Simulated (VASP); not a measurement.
# P (Cmce) in VASP: notebook

Runs on P. Level: PBE+D3(BJ). Tasks: single point, relaxation of cell and atoms.

Everything below comes from runs of VASP 6.6.1. Logs are shortened: lines on timing, memory, paths and dates and some standing lists are left out, and cuts for length are marked.

**1. The cell of the first run**

The structure is orthorhombic, space group Cmce (No. 64). The conventional cell has a = 3.341 Å, b = 10.146 Å, c = 4.141 Å, α = 90.00°, β = 90.00°, γ = 90.00°. Within 3.0 Å of P (site symmetry m) lie 3 P at 2.23 to 2.25 Å.

**2. Single point, PBE+D3(BJ)**

File INCAR:

```
SYSTEM = P
PREC = Accurate
ENCUT = 520
EDIFF = 1E-6
ISMEAR = 0
SIGMA = 0.1
LREAL = .FALSE.
LASPH = .TRUE.
NELM = 60
ALGO = Normal
ISIF = 2
LWAVE = .FALSE.
LCHARG = .FALSE.
GGA = PE
IVDW = 12
NBANDS = 18
```

File KPOINTS:

```
Automatic mesh
0
G
  6 6 4
  0 0 0
```

File POSCAR:

```
P
1.0
    1.6702700554     -5.0727827952      0.0000000000
    1.6702700554      5.0727827952      0.0000000000
    0.0000000000      0.0000000000      4.1414665379
P
4
Direct
    0.1069029486      0.8930970514      0.9288511678
    0.6069029486      0.3930970514      0.5711488322
    0.8930970514      0.1069029486      0.0711488322
    0.3930970514      0.6069029486      0.4288511678
```

Potentials or basis: VASP PAW PBE potentials, release 64 (P).

Run with:

```console
> cat potpaw_PBE.64/P/POTCAR > POTCAR
> mpirun -np 1 vasp_std > vasp.out
```

OUTCAR:

```text
SYSTEM = P
   PREC = Accurate
   ENCUT = 520
   EDIFF = 1E-6
   ISMEAR = 0
   LREAL = .FALSE.
   LASPH = .TRUE.
   NELM = 60
   ISIF = 2
   GGA = PE
   IVDW = 12
 IVDW          = 12

 ion  position               nearest neighbor table
   1  0.107  0.893  0.929-   2 2.23   2 2.23   3 2.25
   2  0.607  0.393  0.571-   1 2.23   1 2.23   4 2.25
   3  0.893  0.107  0.071-   4 2.23   4 2.23   1 2.25
   4  0.393  0.607  0.429-   3 2.23   3 2.23   2 2.25

  LATTYP: Found a base centered orthorhombic cell.
 ALAT       =     3.3405401108
 B/A-ratio  =     3.0371033587
 C/A-ratio  =     1.2397595600

  Lattice vectors:

 A1 = (   1.6702700554,  -5.0727827952,   0.0000000000)
 A2 = (   1.6702700554,   5.0727827952,   0.0000000000)
 A3 = (   0.0000000000,   0.0000000000,   4.1414665379)

Analysis of symmetry for initial positions (statically):
=====================================================================
 Subroutine PRICEL returns:
 Original cell was already a primitive cell.

 Routine SETGRP: Setting up the symmetry group for a
 base centered orthorhombic supercell.

 Subroutine GETGRP returns: Found  8 space group operations
 (whereof  4 operations were pure point group operations)
 out of a pool of  8 trial point group operations.

The static configuration has the point symmetry C_2h.
 The point group associated with its full space group is D_2h.

Analysis of symmetry for dynamics (positions and initial velocities):
=====================================================================
 Subroutine PRICEL returns:
 Original cell was already a primitive cell.

 Routine SETGRP: Setting up the symmetry group for a
 base centered orthorhombic supercell.

 Subroutine GETGRP returns: Found  8 space group operations
 (whereof  4 operations were pure point group operations)
 out of a pool of  8 trial point group operations.

The dynamic configuration has the point symmetry C_2h.
 The point group associated with its full space group is D_2h.

 Subroutine INISYM returns: Found  8 space group operations
 (whereof  4 operations are pure point group operations),
 and found     1 'primitive' translations

----------------------------------------------------------------------------------------

                                     Primitive cell

  volume of cell :      70.1806

[... 91 lines left out ...]
   NELM   =     60;   NELMIN=  2; NELMDL= -5     # of ELM steps
   EDIFF  = 0.1E-05   stopping-criterion for ELM
   LREAL  =      F    real-space projection
   EDIFFG = 0.1E-04   stopping-criterion for IOM
   NSW    =      0    number of steps for IOM
   IBRION =     -1    ionic relax: 0-MD 1-quasi-New 2-CG
   NFREE  =      0    steps in history (QN), initial steepest desc. (CG)
   ISIF   =      2    stress and relaxation
   ISYM   =      2    0-nonsym 1-usesym 2-fastsym
   POTIM  = 0.5000    time-step for ionic-motion
   TEBEG  =    0.0;   TEEND  =   0.0 temperature during run
   PSTRESS=    0.0 pullay stress
   NELECT =      20.0000    total number of electrons
   NUPDOWN=      -1.0000    fix difference up-down
   EMIN   =  10.00;   EMAX   =-10.00  energy-range for DOS
   EFERMI =   0.00;   METHOD = LEGACY
   ISMEAR =     0;   SIGMA  =   0.10  broadening in eV -4-tet -1-fermi 0-gaus
   EFERMI_NEDOS =   21; number of points for ismear=-14 and -15
   IALGO  =     38    algorithm
   IMIX   =      4    mixing-type and parameters
     AMIX     =   0.40;   BMIX     =  1.00
     AMIX_MAG =   1.60;   BMIX_MAG =  1.00
  volume/ion in A,a.u.               =      17.55       118.40
  Fermi-wavevector in a.u.,A,eV,Ry     =   1.077323  2.035845 15.791249  1.160624
  Thomas-Fermi vector in A             =   2.213231
   LORBIT       =      0    0 simple, 1 ext, 2 COOP (PROOUT), +10 PAW based schemes
   GGA     = PE    functional components
   LHFCALC =     F    Hartree Fock is set to
   AEXX    =    0.0000 exact exchange contribution
   IVDW    =    12    specifies the selected vdW correction
   LEPSILON=     F    determine dielectric tensor
   LRPA    =     F    only Hartree local field effects (RPA)
 non-spin polarized calculation
 Gauss-broadening in eV      SIGMA  =   0.10
  energy-cutoff  :      520.00
  volume of cell :       70.18
 maximum number of plane-waves:      1916
   NGX = 19   NGY = 19   NGZ = 15

 number of electron      19.9999997 magnetization

 Free energy of the ion-electron system (eV)
  ---------------------------------------------------
  ext. energy  EPLUGINS =         0.00000000
  ---------------------------------------------------
  free energy    TOTEN  =       -21.36689389 eV

  energy without entropy =      -21.36480782  energy(sigma->0) =      -21.36585085

 E-fermi :   7.4423     XC(G=0): -10.2969

 val. band max:        7.1619821480   @ k =   0.5000   0.3333   0.0000
 cond. band min:       7.4615396383   @ k =   0.5000   0.1667   0.0000
 fundamental gap:      0.2995574903
 Fermi energy:         7.4422660470

 k-point     1 :       0.0000    0.0000    0.0000
  band No.  band energies     occupation
      1      -8.5338      2.00000
      2      -5.1209      2.00000
      3      -1.6494      2.00000
      4       0.1464      2.00000
      5       2.3699      2.00000
      6       3.2472      2.00000
[... 481 lines left out ...]
      5       1.3913      2.00000
      6       3.0627      2.00000
[... 10 lines left out ...]
     17      12.8231      0.00000
     18      14.3071      0.00000

 [... further k-points ...]

------------------------ aborting loop because EDIFF is reached ----------------------------------------

 Edisp (eV)   -1.60088

 E8    (eV) :    -0.6062

  FORCE on cell =-STRESS in cart. coord.  units (eV):
  Direction    XX          YY          ZZ          XY          YZ          ZX
  --------------------------------------------------------------------------------------
  -------------------------------------------------------------------------------------
  Total      -0.10553    -0.27721    -0.26079     0.00000     0.00000     0.00000
  in kB      -2.40916    -6.32844    -5.95374     0.00000     0.00000     0.00000
  external pressure =       -4.90 kB  Pullay stress =        0.00 kB

 VOLUME and BASIS-vectors are now :
 -----------------------------------------------------------------------------
  energy-cutoff  :      520.00
  volume of cell :       70.18
      direct lattice vectors                 reciprocal lattice vectors
     1.670270055 -5.072782795  0.000000000     0.299352789 -0.098565229  0.000000000
     1.670270055  5.072782795  0.000000000     0.299352789  0.098565229  0.000000000
     0.000000000  0.000000000  4.141466538     0.000000000  0.000000000  0.241460360

 POSITION                                       TOTAL-FORCE (eV/Angst)
 -----------------------------------------------------------------------------------
      1.67027      3.98819      3.84681         0.000000      0.055224     -0.021964
      1.67027     -1.08459      2.36539         0.000000      0.055224      0.021964
      1.67027     -3.98819      0.29466         0.000000     -0.055224      0.021964
      1.67027      1.08459      1.77607         0.000000     -0.055224     -0.021964
 -----------------------------------------------------------------------------------
    total drift:                               -0.000000      0.000000     -0.000000

  FREE ENERGIE OF THE ION-ELECTRON SYSTEM (eV)
  ---------------------------------------------------
  free  energy   TOTEN  =       -22.9677746484 eV

  energy  without entropy=      -22.9656885782  energy(sigma->0) =      -22.96673161
```

It took 44 s on 1 thread of Intel Xeon Platinum 8488C (Sapphire Rapids), shared host; peak memory 0.22 GiB.

Results:

```yaml
Free_energy: -22.9678 eV
Pressure: -0.5 GPa
Largest_force: 0.059 eV/Å
Band_gap_on_the_k_mesh: zero (band 10 reaches 7.50 eV, above the bottom of band 11 at 7.46 eV)
Dispersion_energy_per_atom: -0.400 eV
```

Forces in eV/Å, atoms in the order of the input:
```
P    0.000  0.055 -0.022
P    0.000  0.055  0.022
P    0.000 -0.055  0.022
P    0.000 -0.055 -0.022
```

Levels at points of the mesh, in eV from the Fermi level:
```
           k point  band 8  band 9  band 10  band 11  band 12  band 13
(0.00, 0.00, 0.00)   -2.79   -2.71    -1.35     1.14     1.23     1.86
(0.50, 0.00, 0.00)   -3.16   -2.63    -2.63     0.82     0.82     1.15
(0.50, 0.50, 0.00)   -2.18   -1.78    -0.33     0.41     0.70     2.43
(0.00, 0.00, 0.50)   -3.11   -0.84    -0.84     1.42     1.42     2.13
(0.50, 0.00, 0.50)   -5.73   -2.09    -2.09     1.64     1.64     4.86
(0.50, 0.50, 0.50)   -2.36   -1.22    -1.22     1.33     1.33     2.74
```

Caveat: the k points lie up to 0.38 Å⁻¹ apart; pairwise dispersion overbinds metals, which lowers pressure and volume.

(Continued in part 2 of 2.)
